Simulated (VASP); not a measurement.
Here is a VASP 6.6.1 calculation.

The input POSCAR:

```
TaF3
1.0
    4.1666460000      0.0000000000      0.0000000000
    0.0000000000      4.1666460000      0.0000000000
    0.0000000000      0.0000000000      4.1666460000
Ta F
1 3
Direct
    0.0000000000      0.0000000000      0.0000000000
    0.0000000000      0.5000000000      0.0000000000
    0.5000000000      0.0000000000      0.0000000000
    0.0000000000      0.0000000000      0.5000000000
```

The input INCAR.step1:

```
ALGO = Normal
EDIFF = 1E-4
ENCUT = 520
GGA = PE
ISMEAR = 1
LASPH = True
LCHARG = False
LREAL = False
LWAVE = True
NBANDS = 24
NELM = 80
PREC = Accurate
SIGMA = 0.05
```

Contents of INCAR.step2:

```
ALGO = Normal
EDIFF = 1E-6
ENCUT = 520
ISIF = 2
ISMEAR = 1
ISTART = 1
LASPH = True
LCHARG = False
LMIXTAU = True
LREAL = False
LWAVE = False
METAGGA = R2SCAN
NBANDS = 24
NELM = 80
PREC = Accurate
SIGMA = 0.05
```

KPOINTS

```
k-points
0
Gamma
  6 6 6
```

Potentials or basis: VASP PAW PBE potentials, release 64 (Ta_pv, F).

Command:

```console
$ cat potpaw_PBE.64/Ta_pv/POTCAR potpaw_PBE.64/F/POTCAR > POTCAR
$ cp INCAR.step1 INCAR
$ mpirun -np 1 vasp_std > vasp.out
$ cp INCAR.step2 INCAR
$ mpirun -np 1 vasp_std > vasp.out
```

**Question.** Predict the pressure.

**Answer.** -5.4 GPa.

**Question.** Predict the band gap on the k mesh.

**Answer.** Zero (band 16 reaches 4.13 eV, above the bottom of band 17 at 2.07 eV).

Caveat: the PAW data sets were made with another functional, which shifts forces and pressure a little; spin-orbit coupling is left out, which moves the levels of the heavy elements.
